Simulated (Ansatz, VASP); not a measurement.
Two plane-wave programs on Al2Cu

INCAR

```
SYSTEM = Al2Cu
  PREC = Accurate
  ENCUT = 520
  EDIFF = 1E-7
  ISMEAR = 0
  SIGMA = 0.1
  LREAL = .FALSE.
  LASPH = .TRUE.
  NELM = 100
  ALGO = Normal
  ISIF = 2
  LWAVE = .FALSE.
  LCHARG = .FALSE.
  GGA = PS
  NBANDS = 16
```

The input KPOINTS:

```
Automatic mesh
0
G
  4 4 6
  0 0 0
```

File POSCAR:

```
Al2Cu
1.0
    4.1051820000      0.0000000000      0.0000000000
    0.0000000000      4.1051820000      0.0000000000
    0.0000000000      0.0000000000      2.8913130000
Al Cu
2 1
Direct
    0.5000000000      0.0000000000      0.5000000000
    0.0000000000      0.5000000000      0.5000000000
    0.0000000000      0.0000000000      0.0000000000
```

Input for Ansatz:

```yaml
crystal:
  lattice:
    - [4.105182, 0.0, 0.0]
    - [0.0, 4.105182, 0.0]
    - [0.0, 0.0, 2.891313]
  atoms:
    - { symbol: Al, position: [0.5, 0.0, 0.5] }
    - { symbol: Al, position: [0.0, 0.5, 0.5] }
    - { symbol: Cu, position: [0.0, 0.0, 0.0] }
basis:
  ecutwfc: 420
kpoints:
  mp_grid: { grid: [4, 4, 6] }
hamiltonian:
  xc: pbesol
  pseudopotentials: { kind: paw, azcp: { folder: soft_1 } }
scf:
  occupations: { method: gaussian, width: 0.1 }
output:
  forces: true
  stress: true
  eigenvalues: true
```

Alike in both runs: task single point; functional PBEsol; k mesh 4 × 4 × 6; occupations gaussian, width 0.1 eV; no spin polarisation.

|  | VASP | Ansatz |
| --- | --- | --- |
| version | VASP 6.6.1 | Ansatz 0.2.0 |
| potentials or method | VASP PAW PBE potentials, release 64 (Al, Cu), cutoff 520 eV | scalar-relativistic, plane waves, PAW |
| valence electrons in the cell | 17 | 25 |

|  | VASP | Ansatz | Ansatz less VASP |
| --- | --- | --- | --- |
| gap on the k mesh at the Fermi level (eV) | none | none | - |
| pressure (GPa) | -2.2 | -2.4 | -0.22 |
| traceless stress, the component that is largest in VASP (GPa) | 1.93 | 1.89 | -0.036 |

VASP's potentials were made for PBE, not for PBEsol, and Ansatz warns of the same on its side. A gap of «none» marks a metal or a gap that the smearing closes. With one functional, cell and mesh, what is left measures potentials, basis and numerics. VASP's potentials hold 17 valence electrons a cell and Ansatz's 25, so a difference there can come from the potentials and not from the codes.

The k mesh is coarse, so the values compare programs but aren't converged.
